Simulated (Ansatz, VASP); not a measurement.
**Zn: VASP beside Ansatz**

```
Zn
1.0
     2.66480    0.01332    0.01332
    -1.32086    2.30112    0.00488
     0.02473    0.02473    4.94670
Zn
2
Direct
  0.33333 0.66667 0.25000
  0.66667 0.33333 0.75000
```

Change from the starting cell: equal xy, yz and zx shear strains of +1 %, crystal datasets.

Alike in both runs: task electric field gradients; functional PBEsol; k mesh 18 × 18 × 8; occupations fermi-dirac, width 0.03 eV; no spin polarisation.

```csv
,VASP,Ansatz
version,VASP 6.6.1,Ansatz 0.2.0
potentials or method,"VASP PAW PBE potentials, release 64 (Zn), cutoff 520 eV","all-electron PAW with datasets made for the crystal, scalar-relativistic"
```

|  | VASP | Ansatz | Ansatz less VASP |
| --- | --- | --- | --- |
| pressure (GPa) | -5.0 | -5.3 | -0.34 |
| traceless stress, the component that is largest in VASP (GPa) | 1.23 | 1.34 | +0.107 |
| rms of the force components (eV/Å) | 0.003 | 0.004 | +0.0005 |
| size of Vzz on the site where it differs most (V/Å²) | 35.2 | 34.8 | -0.33 |

VASP's potentials were made for PBE, not for PBEsol. Atom by atom the forces differ by 0.001 eV/Å (rms over components). Ansatz ran all-electron here, and VASP with PAW potentials.
